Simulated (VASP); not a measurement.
# HCl: vibrations by perturbation theory with LDA

HCl:

```
CELL_PARAMETERS angstrom
-1.48778 1.48778 2.12638
1.48778 -1.48778 2.12638
1.48778 1.48778 -2.12638
ATOMIC_POSITIONS crystal
H 0.67975 0.67975 0.00000
Cl 0.98825 0.98825 0.00000
```

```yaml
Program: VASP 6.6.1
Task: vibrations by perturbation theory
Functional: LDA
Potentials_or_basis: VASP PAW LDA potentials, release 64 (H, Cl)
Cutoff: 520 eV
k_mesh: 10 × 10 × 10
Occupations: gaussian, width 0.01 eV
Spin: no spin polarisation
Dipole_correction: no
Further_INCAR_settings: ALGO = Normal; EDIFF = 1e-08; IBRION = 8; NSW = 1
```

```yaml
Electronic_dielectric_tensor_diagonal: 4.73, 4.73, 4.83
Born_charges_mean_of_the_diagonal: H +0.81; Cl -0.81 e
Highest_phonon_frequency_at_Γ_LO-TO_splitting_left_out: 2518 cm⁻¹
Most_unstable_mode: 239i cm⁻¹
```

Phonon frequencies in cm⁻¹ (negative: imaginary):
```csv
q point,frequencies
"(0.000, 0.000, 0.000)",-239 -239 0 1 1 2518
```

Electronic dielectric tensor:
```
4.73 0.00 0.00
0.00 4.73 0.00
0.00 0.00 4.83
```

Born effective charge tensors (e):
atom 1, H
```
0.72 0.00 0.00
0.00 0.72 0.00
0.00 0.00 1.00
```
atom 2, Cl
```
-0.72  0.00  0.00
 0.00 -0.72  0.00
 0.00  0.00 -1.00
```

Wall time 5.5 min on 1 thread of AMD EPYC 7R43 64-Core Processor (Zen 3) (shared host), peak memory 0.21 GiB.

Caveat: the cell stands under pressure or tension, which shifts response properties; some modes are imaginary.
